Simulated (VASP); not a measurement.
# TiC3 (P-6m2) in VASP: a series of runs, part 2 of 2

VASP 6.6.1.

### Step 3. Single point, PBE

This run uses another cell than the first one, of 11.26 Å³/atom, 1.332 times its volume.

The input, INCAR:

```
ALGO     = Normal         # electronic algorithm
EDIFF    = 1E-6           # SCF threshold, eV
ENCUT    = 520            # plane-wave cutoff, eV
GGA      = PE             # functional
ISIF     = 2              # what is computed and relaxed
ISMEAR   = 0              # smearing method
LASPH    = T              # aspherical terms in the spheres
LCHARG   = T              # write CHGCAR
LELF     = T              # ELF
LREAL    = F              # projectors in reciprocal space
LVHAR    = T            
LWAVE    = F              # write WAVECAR
NBANDS   = 20             # bands
NELM     = 60             # most SCF steps
PREC     = Accurate       # precision mode
SIGMA    = 0.1            # smearing width, eV
```

The input, KPOINTS:

```
k-points
0
Gamma
  6 6 2
```

The input, POSCAR:

```
TiC3
1.0
    2.5589195400      0.0000000000      0.0000000000
   -1.2794597700      2.2160893300      0.0000000000
    0.0000000000      0.0000000000      7.9402714800
Ti C
1 3
Direct
    0.6666666700      0.3333333300      0.0000000000
    0.6666666700      0.3333333300      0.5000000000
    0.3333333300      0.6666666700      0.2419234500
    0.3333333300      0.6666666700      0.7580765500
```

Potentials or basis: VASP PAW PBE potentials, release 64 (Ti_sv, C).

The run is started by

```console
$ cat potpaw_PBE.64/Ti_sv/POTCAR potpaw_PBE.64/C/POTCAR > POTCAR
$ mpirun -np 1 vasp_std > vasp.out
```

OUTCAR:

```text
EDIFF = 1E-6
   ENCUT = 520
   GGA = PE
   ISIF = 2
   ISMEAR = 0
   LASPH = T
   LREAL = F
   NELM = 60
   PREC = Accurate

 ion  position               nearest neighbor table
   1  0.667  0.333  0.000-   3 2.42   4 2.42   3 2.42   4 2.42   3 2.42   4 2.42
   2  0.667  0.333  0.500-
   3  0.333  0.667  0.242-   1 2.42   1 2.42   1 2.42
   4  0.333  0.667  0.758-   1 2.42   1 2.42   1 2.42

  LATTYP: Found a hexagonal cell.
 ALAT       =     2.5589195400
 C/A-ratio  =     3.1029781734

  Lattice vectors:

 A1 = (   2.5589195400,   0.0000000000,   0.0000000000)
 A2 = (  -1.2794597700,   2.2160893300,   0.0000000000)
 A3 = (   0.0000000000,   0.0000000000,   7.9402714800)

Analysis of symmetry for initial positions (statically):
=====================================================================
 Subroutine PRICEL returns:
[... 159 lines left out ...]
  ext. energy  EPLUGINS =         0.00000000
  ---------------------------------------------------
  free energy    TOTEN  =       -22.49393330 eV

  energy without entropy =      -22.46629505  energy(sigma->0) =      -22.48011418

 E-fermi :   5.4275     XC(G=0): -11.4524

 val. band max:        5.4124293512   @ k =   0.3333   0.1667   0.0000
 cond. band min:       5.4330933684   @ k =   0.1667   0.1667   0.5000
 fundamental gap:      0.0206640171
 Fermi energy:         5.4274776044

 k-point     1 :       0.0000    0.0000    0.0000
  band No.  band energies     occupation
      1     -51.0987      2.00000
      2     -27.3026      2.00000
      3     -26.5069      2.00000
      4     -26.5069      2.00000
      5      -7.9196      2.00000
      6      -6.3777      2.00000
[... 311 lines left out ...]
     19       8.7715      0.00000
     20      10.0192      0.00000

------------------------ aborting loop because EDIFF is reached ----------------------------------------

  FORCE on cell =-STRESS in cart. coord.  units (eV):
  Direction    XX          YY          ZZ          XY          YZ          ZX
  --------------------------------------------------------------------------------------
  -------------------------------------------------------------------------------------
  Total       -1.0106015     -1.0106015    -11.8520347      0.0000000      0.0000000      0.0000000
  in kB      -35.9593052    -35.9593053   -421.7200543      0.0000000      0.0000000      0.0000000
  external PRESSURE =    -164.5462216 kB  Pullay stress =       0.0000000 kB

 VOLUME and BASIS-vectors are now :
 -----------------------------------------------------------------------------
  energy-cutoff  :      520.00
  volume of cell :       45.03
      direct lattice vectors                 reciprocal lattice vectors
     2.558919540  0.000000000  0.000000000     0.390789935  0.225622674  0.000000000
    -1.279459770  2.216089330  0.000000000     0.000000000  0.451245348  0.000000000
     0.000000000  0.000000000  7.940271480     0.000000000  0.000000000  0.125940278

 POSITION                                       TOTAL-FORCE (eV/Angst)
 -----------------------------------------------------------------------------------
      1.27946      0.73870      0.00000        -0.000000      0.000000      0.000000
      1.27946      0.73870      3.97014         0.000000     -0.000000      0.000000
     -0.00000      1.47739      1.92094         0.000000     -0.000000     -0.485552
     -0.00000      1.47739      6.01933         0.000000     -0.000000      0.485552
 -----------------------------------------------------------------------------------
    total drift:                               -0.000019      0.000011      0.000000

  FREE ENERGIE OF THE ION-ELECTRON SYSTEM (eV)
  ---------------------------------------------------
  free  energy   TOTEN  =       -22.4939333038 eV

  energy  without entropy=      -22.4662950532  energy(sigma->0) =      -22.48011418
```

stdout:

```text
POSCAR found type information on POSCAR TiC
 POSCAR found :  2 types and       4 ions
 scaLAPACK will be used
 LDA part: xc-table for (Slater+PW92), standard interpolation
 POSCAR, INCAR and KPOINTS ok, starting setup
 FFT: planning ... GRIDC
 FFT: planning ... GRID_SOFT
 FFT: planning ... GRID
 WAVECAR not read
 entering main loop
```

Wall time 30 s (1 thread of AMD EPYC 7R43 (Zen 3), shared host); peak memory 0.12 GiB.

What came out:

* Free energy: -22.4939 eV
* Pressure: -16.5 GPa
* Largest force: 0.486 eV/Å
* Band gap on the k mesh: zero (band 12 reaches 7.22 eV, above the bottom of band 13 at 4.25 eV)

Forces in eV/Å, atoms in the order of the input:
```
Ti   0.000  0.000  0.000
C    0.000  0.000  0.000
C    0.000  0.000 -0.486
C    0.000  0.000  0.486
```

Caveat: the k points lie up to 0.47 Å⁻¹ apart.

### Step 4. Single point, PBE

The input, INCAR:

```
SYSTEM = TiC3
ALGO = Normal ; EDIFF = 1E-6
ENCUT = 520 ; GGA = PE
ISIF = 2 ; ISMEAR = 0
LASPH = .TRUE. ; LCHARG = .FALSE.
LREAL = .FALSE. ; LWAVE = .FALSE.
NBANDS = 20 ; NELM = 80
PREC = Accurate ; SIGMA = 0.1
```

The input, KPOINTS:

```
k-points
0
G
  6 6 4
  0 0 0
```

The input, POSCAR:

```
TiC3
1.0
    3.0274690706      0.0000000000      0.0000000000
   -1.5137345353      2.6218651243      0.0000000000
    0.0000000000      0.0000000000      4.2661209349
Ti C
1 3
Direct
    0.6666666667      0.3333333333      0.0000000000
    0.6666666667      0.3333333333      0.5000000000
    0.3333333333      0.6666666667      0.3203060771
    0.3333333333      0.6666666667      0.6796939229
```

Potentials or basis: VASP PAW PBE potentials, release 64 (Ti_sv, C).

The run is started by

```console
$ cat potpaw_PBE.64/Ti_sv/POTCAR potpaw_PBE.64/C/POTCAR > POTCAR
$ mpirun -np 1 vasp_std > vasp.out
```

OUTCAR:

```text
SYSTEM = TiC3
   EDIFF = 1E-6
   ENCUT = 520
   GGA = PE
   ISIF = 2
   ISMEAR = 0
   LASPH = .TRUE.
   LREAL = .FALSE.
   NELM = 80
   PREC = Accurate

 ion  position               nearest neighbor table
   1  0.667  0.333  0.000-   2 2.13   2 2.13   3 2.22   4 2.22   3 2.22   4 2.22   4 2.22   3 2.22

   2  0.667  0.333  0.500-   3 1.91   4 1.91   3 1.91   4 1.91   3 1.91   4 1.91   1 2.13   1 2.13

   3  0.333  0.667  0.320-   4 1.53   2 1.91   2 1.91   2 1.91   1 2.22   1 2.22   1 2.22
[... 680 lines left out ...]
  Direction    XX          YY          ZZ          XY          YZ          ZX
  --------------------------------------------------------------------------------------
  -------------------------------------------------------------------------------------
  Total       -0.0048149     -0.0048149      0.1557737      0.0000000      0.0000000     -0.0000000
  in kB       -0.2278102     -0.2278102      7.3702365      0.0000000      0.0000000     -0.0000000
  external PRESSURE =       2.3048720 kB  Pullay stress =       0.0000000 kB

 VOLUME and BASIS-vectors are now :
 -----------------------------------------------------------------------------
  energy-cutoff  :      520.00
  volume of cell :       33.86
      direct lattice vectors                 reciprocal lattice vectors
     3.027469071  0.000000000  0.000000000     0.330308907  0.190703936  0.000000000
    -1.513734535  2.621865124  0.000000000     0.000000000  0.381407873  0.000000000
     0.000000000  0.000000000  4.266120935     0.000000000  0.000000000  0.234404982

 POSITION                                       TOTAL-FORCE (eV/Angst)
 -----------------------------------------------------------------------------------
      1.51373      0.87396      0.00000         0.000000      0.000000     -0.000000
      1.51373      0.87396      2.13306        -0.000000      0.000000     -0.000000
     -0.00000      1.74791      1.36646        -0.000000     -0.000000     -0.040960
     -0.00000      1.74791      2.89966        -0.000000      0.000000      0.040960
 -----------------------------------------------------------------------------------
    total drift:                               -0.000000      0.000000      0.000000

  FREE ENERGIE OF THE ION-ELECTRON SYSTEM (eV)
  ---------------------------------------------------
  free  energy   TOTEN  =       -30.5168953135 eV

  energy  without entropy=      -30.5084019258  energy(sigma->0) =      -30.51264862
```

stdout:

```text
POSCAR found type information on POSCAR TiC
 POSCAR found :  2 types and       4 ions
 scaLAPACK will be used
 LDA part: xc-table for (Slater+PW92), standard interpolation
 POSCAR, INCAR and KPOINTS ok, starting setup
 FFT: planning ... GRIDC
 FFT: planning ... GRID_SOFT
 FFT: planning ... GRID
 WAVECAR not read
 entering main loop
```

Run time: 25 s. Hardware: 1 thread of AMD EPYC 7R43 (Zen 3), shared host; peak memory 0.11 GiB.

What came out:

| Quantity | Value |
| --- | --- |
| Free energy | -30.5169 eV |
| Pressure | 0.2 GPa |
| Largest force | 0.041 eV/Å |
| Band gap on the k mesh | zero (band 12 reaches 11.33 eV, above the bottom of band 13 at 8.63 eV) |

Forces on the atoms (eV/Å):
```
Ti   0.000  0.000  0.000
C    0.000  0.000  0.000
C    0.000  0.000 -0.041
C    0.000  0.000  0.041
```

Stress tensor (GPa, compression positive):
```
-0.02  0.00  0.00
 0.00 -0.02  0.00
 0.00  0.00  0.74
```

Caveat: the k points lie up to 0.40 Å⁻¹ apart.

### Step 5. Summary

```tsv
cell	k mesh	gap on the mesh (eV)	pressure (GPa)	largest force (eV/Å)
a = 3.018, b = 3.018, c = 4.285 Å, angles 90.0, 90.0, 120.0°, 4 atoms	6 × 6 × 2	none	0.6	0.05
a = 2.559, b = 2.559, c = 7.940 Å, angles 90.0, 90.0, 120.0°, 4 atoms	6 × 6 × 2	none	-16.5	0.49
a = 3.027, b = 3.027, c = 4.266 Å, angles 90.0, 90.0, 120.0°, 4 atoms	6 × 6 × 4	none	0.2	0.04
```

Alike in all rows: task single point; level PBE; potentials or basis VASP PAW PBE potentials, release 64 (Ti_sv, C); no spin polarisation; cutoff (eV) 520; smearing gaussian 0.1 eV.

Caveats: all runs use coarse meshes.

Total energies depend on the potentials used, so only differences within one code and one set of settings carry meaning.
